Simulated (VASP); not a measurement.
# RbGe (Fm-3m) in VASP: a series of runs

Runs on RbGe. Level: LDA. Tasks: single point.

Everything below comes from runs of VASP 6.6.1. Logs are shortened: lines on timing, memory, paths and dates and some standing lists are left out, and cuts for length are marked.

**1. The cell of the first run**

Symmetry: Fm-3m, No. 225, cubic system. Conventional cell: a = 7.039 Å, b = 7.039 Å, c = 7.039 Å, α = 90.00°, β = 90.00°, γ = 90.00°. Within 4.6 Å of Rb (site symmetry m-3m) lie 6 Ge at 3.52 Å. Within 4.6 Å of Ge (site symmetry m-3m) lie 6 Rb at 3.52 Å.

**2. Single point, LDA**

Contents of INCAR:

```
SYSTEM = RbGe
PREC = Accurate
ENCUT = 520
EDIFF = 1E-6
ISMEAR = -1
SIGMA = 0.1
LREAL = .False.
LASPH = .True.
NELM = 80
ALGO = Normal
ISIF = 2
LWAVE = .False.
LCHARG = .True.
GGA = CA
LELF = .True.
LVHAR = .True.
NBANDS = 18
```

Contents of KPOINTS:

```
regular mesh
0
Gamma
  7 7 7
  0 0 0
```

Contents of POSCAR:

```
RbGe
1.0
    0.0000000000      3.5197234188      3.5197234188
    3.5197234188      0.0000000000      3.5197234188
    3.5197234188      3.5197234188      0.0000000000
Rb Ge
1 1
Direct
    0.0000000000      0.0000000000      0.0000000000
    0.5000000000      0.5000000000      0.5000000000
```

Potentials or basis: VASP PAW LDA potentials, release 64 (Rb_sv, Ge_d).

Started as:

```
cat potpaw_LDA.64/Rb_sv/POTCAR potpaw_LDA.64/Ge_d/POTCAR > POTCAR
mpirun -np 1 vasp_std > vasp.out
```

OUTCAR:

```text
SYSTEM = RbGe
   PREC = Accurate
   ENCUT = 520
   EDIFF = 1E-6
   ISMEAR = -1
   LREAL = .False.
   LASPH = .True.
   NELM = 80
   ISIF = 2
   GGA = CA

 ion  position               nearest neighbor table
   1  0.000  0.000  0.000-   2 3.52   2 3.52   2 3.52   2 3.52   2 3.52   2 3.52
   2  0.500  0.500  0.500-   1 3.52   1 3.52   1 3.52   1 3.52   1 3.52   1 3.52

  LATTYP: Found a face centered cubic cell.
 ALAT       =     7.0394468376

  Lattice vectors:

 A1 = (   0.0000000000,   3.5197234188,   3.5197234188)
 A2 = (   3.5197234188,   0.0000000000,   3.5197234188)
 A3 = (   3.5197234188,   3.5197234188,   0.0000000000)

Analysis of symmetry for initial positions (statically):
=====================================================================
 Subroutine PRICEL returns:
 Original cell was already a primitive cell.

 Routine SETGRP: Setting up the symmetry group for a
 face centered cubic supercell.

 Subroutine GETGRP returns: Found 48 space group operations
 (whereof 48 operations were pure point group operations)
 out of a pool of 48 trial point group operations.

The static configuration has the point symmetry O_h .

Analysis of symmetry for dynamics (positions and initial velocities):
=====================================================================
 Subroutine PRICEL returns:
 Original cell was already a primitive cell.

 Routine SETGRP: Setting up the symmetry group for a
 face centered cubic supercell.

 Subroutine GETGRP returns: Found 48 space group operations
 (whereof 48 operations were pure point group operations)
 out of a pool of 48 trial point group operations.

The dynamic configuration has the point symmetry O_h .

 Subroutine INISYM returns: Found 48 space group operations
 (whereof 48 operations are pure point group operations),
 and found     1 'primitive' translations

----------------------------------------------------------------------------------------

                                     Primitive cell

  volume of cell :      87.2079

  direct lattice vectors                    reciprocal lattice vectors
     0.000000000  3.519723419  3.519723419    -0.142056617  0.142056617  0.142056617
     3.519723419  0.000000000  3.519723419     0.142056617 -0.142056617  0.142056617
     3.519723419  3.519723419  0.000000000     0.142056617  0.142056617 -0.142056617

  length of vectors
     4.977640595  4.977640595  4.977640595     0.246049277  0.246049277  0.246049277

  position of ions in fractional coordinates (direct lattice)
     0.000000000  0.000000000  0.000000000
     0.500000000  0.500000000  0.500000000

  ion indices of the primitive-cell ions
   primitive index   ion index
                 1           1
                 2           2

----------------------------------------------------------------------------------------

 KPOINTS: regular mesh

Automatic generation of k-mesh.
 Grid dimensions read from file:
 generate k-points for:    7    7    7

 Generating k-lattice:

  Cartesian coordinates                     Fractional coordinates (reciprocal lattice)
    -0.020293802  0.020293802  0.020293802     0.142857143  0.000000000  0.000000000
     0.020293802 -0.020293802  0.020293802     0.000000000  0.142857143  0.000000000
     0.020293802  0.020293802 -0.020293802     0.000000000  0.000000000  0.142857143

  Length of vectors
     0.035149897  0.035149897  0.035149897

  Shift w.r.t. Gamma in fractional coordinates (k-lattice)
     0.000000000  0.000000000  0.000000000

 Subroutine IBZKPT returns following result:
 ===========================================

 Found     20 irreducible k-points:

 Following reciprocal coordinates:
            Coordinates               Weight
  0.000000  0.000000  0.000000      1.000000
  0.142857  0.000000  0.000000      8.000000
  0.285714  0.000000  0.000000      8.000000
  0.428571  0.000000  0.000000      8.000000
  0.142857  0.142857  0.000000      6.000000
  0.285714  0.142857  0.000000     24.000000
[... 12 lines left out ...]
 -0.428571  0.428571  0.142857     24.000000
 -0.285714  0.428571  0.142857     24.000000
   k-points           NKPTS =     20   k-points in BZ     NKDIM =     20   number of bands    NBANDS=     18
   number of dos      NEDOS =    301   number of ions     NIONS =      2
   total plane-waves  NPLWV =  64000
   dimension x,y,z NGX =    40 NGY =   40 NGZ =   40
   dimension x,y,z NGXF=    80 NGYF=   80 NGZF=   80
   ions per type =               1   1
   NGX,Y,Z   is equivalent  to a cutoff of  13.36, 13.36, 13.36 a.u.
   NGXF,Y,Z  is equivalent  to a cutoff of  26.72, 26.72, 26.72 a.u.
 SYSTEM =  RbGe
   PREC   = accura    normal or accurate (medium, high low for compatibility)
   ISTART =      0    job   : 0-new  1-cont  2-samecut
   ICHARG =      2    charge: 1-file 2-atom 10-const
   ISPIN  =      1    spin polarized calculation?
   LNONCOLLINEAR =      F non collinear calculations
   LSORBIT =      F    spin-orbit coupling
   LASPH  =      T    aspherical Exc in radial PAW
   ENCUT  =  520.0 eV  38.22 Ry    6.18 a.u.   9.26  9.26  9.26*2*pi/ulx,y,z
   NELM   =     80;   NELMIN=  2; NELMDL= -5     # of ELM steps
   EDIFF  = 0.1E-05   stopping-criterion for ELM
   LREAL  =      F    real-space projection
   EDIFFG = 0.1E-04   stopping-criterion for IOM
   NSW    =      0    number of steps for IOM
   IBRION =     -1    ionic relax: 0-MD 1-quasi-New 2-CG
   NFREE  =      0    steps in history (QN), initial steepest desc. (CG)
   ISIF   =      2    stress and relaxation
   ISYM   =      2    0-nonsym 1-usesym 2-fastsym
   POTIM  = 0.5000    time-step for ionic-motion
   TEBEG  =    0.0;   TEEND  =   0.0 temperature during run
   PSTRESS=    0.0 pullay stress
   NELECT =      23.0000    total number of electrons
   NUPDOWN=      -1.0000    fix difference up-down
   EMIN   =  10.00;   EMAX   =-10.00  energy-range for DOS
   EFERMI =   0.00;   METHOD = LEGACY
   ISMEAR =    -1;   SIGMA  =   0.10  broadening in eV -4-tet -1-fermi 0-gaus
   EFERMI_NEDOS =   21; number of points for ismear=-14 and -15
   IALGO  =     38    algorithm
   IMIX   =      4    mixing-type and parameters
     AMIX     =   0.40;   BMIX     =  1.00
     AMIX_MAG =   1.60;   BMIX_MAG =  1.00
  volume/ion in A,a.u.               =      43.60       294.25
  Fermi-wavevector in a.u.,A,eV,Ry     =   1.049862  1.983952 14.996482  1.102210
  Thomas-Fermi vector in A             =   2.184842
   LORBIT       =      0    0 simple, 1 ext, 2 COOP (PROOUT), +10 PAW based schemes
   GGA     = CA    functional components
   LHFCALC =     F    Hartree Fock is set to
   AEXX    =    0.0000 exact exchange contribution
   IVDW    =     0    specifies the selected vdW correction
   LEPSILON=     F    determine dielectric tensor
   LRPA    =     F    only Hartree local field effects (RPA)
 non-spin polarized calculation
  energy-cutoff  :      520.00
  volume of cell :       87.21
 maximum number of plane-waves:      2397
 NGX is ok and might be reduce to    40
   NGX = 19   NGY = 19   NGZ = 19

 number of electron      23.0000000 magnetization

 Free energy of the ion-electron system (eV)
  ---------------------------------------------------
  ext. energy  EPLUGINS =         0.00000000
  ---------------------------------------------------
  free energy    TOTEN  =        -4.47301287 eV

  energy without entropy =       -4.32553632  energy(sigma->0) =       -4.39927460

 E-fermi :   0.3840     XC(G=0):  -7.7969

 val. band max:        0.2806905973   @ k =  -0.4286   0.2857   0.1429
 cond. band min:       0.3841205559   @ k =  -0.4286   0.1429   0.0000
 fundamental gap:      0.1034299587
 Fermi energy:         0.3839770226

 k-point     1 :       0.0000    0.0000    0.0000
  band No.  band energies     occupation
      1     -26.4148      2.00000
      2     -24.4003      2.00000
      3     -24.4003      2.00000
      4     -24.3956      2.00000
      5     -24.3956      2.00000
      6     -24.3956      2.00000
[... 10 lines left out ...]
     17       4.6334      0.00000
     18       5.6618      0.00000

 k-point     2 :       0.1429    0.0000    0.0000
  band No.  band energies     occupation
      1     -26.4136      2.00000
      2     -24.4003      2.00000
      3     -24.4003      2.00000
      4     -24.3956      2.00000
      5     -24.3956      2.00000
      6     -24.3956      2.00000
[... 10 lines left out ...]
     17       4.9028      0.00000
     18       6.0891      0.00000

 k-point     3 :       0.2857    0.0000    0.0000
  band No.  band energies     occupation
      1     -26.4108      2.00000
      2     -24.4004      2.00000
      3     -24.4004      2.00000
      4     -24.3956      2.00000
      5     -24.3955      2.00000
      6     -24.3955      2.00000
[... 10 lines left out ...]
     17       5.8453      0.00000
     18       7.1291      0.00000

 k-point     4 :       0.4286    0.0000    0.0000
  band No.  band energies     occupation
      1     -26.4086      2.00000
      2     -24.4004      2.00000
      3     -24.4004      2.00000
      4     -24.3956      2.00000
      5     -24.3955      2.00000
      6     -24.3955      2.00000
[... 291 lines left out ...]
      4     -24.3955      2.00000
      5     -24.3955      2.00000
      6     -24.3953      2.00000
[... 10 lines left out ...]
     17       7.1714      0.00000
     18       7.3961      0.00000

 k-point    19 :      -0.4286    0.4286    0.1429
  band No.  band energies     occupation
      1     -26.4072      2.00000
      2     -24.4003      2.00000
      3     -24.3996      2.00000
      4     -24.3957      2.00000
      5     -24.3954      2.00000
      6     -24.3953      2.00000
[... 10 lines left out ...]
     17       7.3261      0.00000
     18       7.4647      0.00000

 k-point    20 :      -0.2857    0.4286    0.1429
  band No.  band energies     occupation
      1     -26.4069      2.00000
      2     -24.4003      2.00000
      3     -24.3996      2.00000
      4     -24.3955      2.00000
      5     -24.3954      2.00000
      6     -24.3953      2.00000
[... 10 lines left out ...]
     17       7.1060      0.00000
     18       7.8415      0.00000

------------------------ aborting loop because EDIFF is reached ----------------------------------------

  FORCE on cell =-STRESS in cart. coord.  units (eV):
  Direction    XX          YY          ZZ          XY          YZ          ZX
  --------------------------------------------------------------------------------------
  -------------------------------------------------------------------------------------
  Total       -0.5235299     -0.5235299     -0.5235299     -0.0000000      0.0000000     -0.0000000
  in kB       -9.6182587     -9.6182587     -9.6182587     -0.0000000      0.0000000     -0.0000000
  external PRESSURE =      -9.6182587 kB  Pullay stress =       0.0000000 kB

 VOLUME and BASIS-vectors are now :
 -----------------------------------------------------------------------------
  energy-cutoff  :      520.00
  volume of cell :       87.21
      direct lattice vectors                 reciprocal lattice vectors
     0.000000000  3.519723419  3.519723419    -0.142056617  0.142056617  0.142056617
     3.519723419  0.000000000  3.519723419     0.142056617 -0.142056617  0.142056617
     3.519723419  3.519723419  0.000000000     0.142056617  0.142056617 -0.142056617

 POSITION                                       TOTAL-FORCE (eV/Angst)
 -----------------------------------------------------------------------------------
      0.00000      0.00000      0.00000        -0.000000     -0.000000     -0.000000
      3.51972      3.51972      3.51972         0.000000      0.000000      0.000000
 -----------------------------------------------------------------------------------
    total drift:                                0.000000     -0.000000      0.000000

  FREE ENERGIE OF THE ION-ELECTRON SYSTEM (eV)
  ---------------------------------------------------
  free  energy   TOTEN  =        -4.4730128708 eV

  energy  without entropy=       -4.3255363209  energy(sigma->0) =       -4.39927460
```

It took 52 s on 1 thread of Intel Xeon 8259CL, shared host; peak memory 0.2 GiB.

What came out:

```
Free energy            : -4.4730 eV
Pressure               : -1.0 GPa
Band gap on the k mesh : zero (an odd number of electrons rules out a gap without spin polarisation)
```

**3. Single point, LDA**

This run uses another cell than the first one, of 44.53 Å³/atom.

Contents of INCAR:

```
SYSTEM = RbGe
PREC = Accurate ; ENCUT = 520
EDIFF = 1E-6 ; ISMEAR = -1
SIGMA = 0.1 ; LREAL = .False.
LASPH = .True. ; NELM = 100
ALGO = Normal ; ISIF = 2
LWAVE = .False. ; LCHARG = .True.
GGA = CA ; LELF = .True.
LVHAR = .True. ; NBANDS = 18
```

KPOINTS is that of step 2.

Contents of POSCAR:

```
RbGe
1.0
    0.0000000000      3.5445110201      3.5445110201
    3.5445110201      0.0000000000      3.5445110201
    3.5445110201      3.5445110201      0.0000000000
Rb Ge
1 1
Direct
    0.0000000000      0.0000000000      0.0000000000
    0.5000000000      0.5000000000      0.5000000000
```

Potentials or basis: VASP PAW LDA potentials, release 64 (Rb_sv, Ge_d).

Started as:

```
cat potpaw_LDA.64/Rb_sv/POTCAR potpaw_LDA.64/Ge_d/POTCAR > POTCAR
mpirun -np 1 vasp_std > vasp.out
```

Run time: 53 s. Hardware: 1 thread of Intel Xeon 8259CL, shared host; peak memory 0.21 GiB.

The run converged. Its results:

```
Free energy            : -4.4611 eV
Pressure               : -1.1 GPa
Band gap on the k mesh : zero (an odd number of electrons rules out a gap without spin polarisation)
```

Levels at points of the mesh, in eV from the Fermi level:
```tsv
k point	band 7	band 8	band 9	band 10	band 11	band 12	band 13	band 14	band 15	band 16
(0.00, 0.00, 0.00)	-10.99	-10.99	-10.99	-7.87	0.95	0.95	0.95	2.58	4.25	4.25
```

**4. Single point, LDA**

This run uses another cell than the first one, of 45.46 Å³/atom.

Contents of INCAR:

```
ALGO = Normal
EDIFF = 1E-6
ENCUT = 520
ISIF = 2
ISMEAR = -1
LASPH = T
LCHARG = F
LREAL = F
LWAVE = F
NBANDS = 18
NELM = 100
PREC = Accurate
SIGMA = 0.1
```

Contents of KPOINTS:

```
k-points
0
Gamma
  7 7 7
```

Contents of POSCAR:

```
RbGe
1.0
    0.0000000000      3.5689566962      3.5689566962
    3.5689566962      0.0000000000      3.5689566962
    3.5689566962      3.5689566962      0.0000000000
Rb Ge
1 1
Direct
    0.0000000000      0.0000000000      0.0000000000
    0.5000000000      0.5000000000      0.5000000000
```

Started as:

```
cat potpaw_LDA.64/Rb_sv/POTCAR potpaw_LDA.64/Ge_d/POTCAR > POTCAR
mpirun -np 1 vasp_std > vasp.out
```

Run time: 45 s. Hardware: 1 thread of Intel Xeon 8259CL, shared host; peak memory 0.21 GiB.

It converged, with:

- Free energy: -4.4471 eV
- Pressure: -1.3 GPa
- Band gap on the k mesh: zero (an odd number of electrons rules out a gap without spin polarisation)

Levels at points of the mesh, in eV from the Fermi level:
```csv
k point,band 7,band 8,band 9,band 10,band 11,band 12,band 13,band 14,band 15,band 16
"(0.00, 0.00, 0.00)",-11.01,-11.01,-11.01,-7.85,0.93,0.93,0.93,2.50,4.25,4.25
```

**5. Summary**

```csv
cell,gap on the mesh (eV),pressure (GPa)
"a = 4.978 Å, angles 60.0°, 2 atoms",none,-1.0
"a = 5.013 Å, angles 60.0°, 2 atoms",none,-1.1
"a = 5.047 Å, angles 60.0°, 2 atoms",none,-1.3
```

Alike in all rows: task single point; level LDA; potentials or basis VASP PAW LDA potentials, release 64 (Rb_sv, Ge_d); no spin polarisation; k mesh 7 × 7 × 7; cutoff (eV) 520; smearing fermi-dirac 0.1 eV.

Total energies depend on the potentials used, so only differences within one code and one set of settings carry meaning.
